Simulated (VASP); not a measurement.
Here is a VASP 6.6.1 calculation.

File INCAR:

```
SYSTEM = SnO2
ALGO = Normal
EDIFF = 1E-7
ENCUT = 520
GGA = CA
ISIF = 2
ISMEAR = 0
LASPH = .TRUE.
LCHARG = .TRUE.
LELF = .TRUE.
LREAL = .FALSE.
LVHAR = .TRUE.
LWAVE = .FALSE.
NBANDS = 35
NELM = 80
PREC = Accurate
SIGMA = 0.05
```

KPOINTS

```
k-points
0
G
  6 6 8
  0 0 0
```

POSCAR

```
SnO2
1.0
    4.7222897775      0.0000000000      0.0000000000
    0.0000000000      4.7228698889      0.0000000000
    0.0000000000      0.0000000000      3.1904047622
Sn O
2 4
Direct
    0.5000000000      0.5000000000      0.5000000000
    0.0000000000      0.0000000000      0.0000000000
    0.3059833077      0.3061758397      0.0000000000
    0.8059833077      0.1938241603      0.5000000000
    0.1940166923      0.8061758397      0.5000000000
    0.6940166923      0.6938241603      0.0000000000
```

Potentials or basis: VASP PAW LDA potentials, release 64 (Sn_d, O).

Command:

```bash
$ cat potpaw_LDA.64/Sn_d/POTCAR potpaw_LDA.64/O/POTCAR > POTCAR
$ mpirun -np 1 vasp_std > vasp.out
```

(1) What does it give for the band gap on the k mesh?

(2) Estimate the pressure.

(3) Predict the largest force.

## Answers

(1) 1.20 eV, direct.

(2) 1.1 GPa.

(3) 0.023 eV/Å.

Caveat: spin-orbit coupling is left out, which moves the levels of the heavy elements.
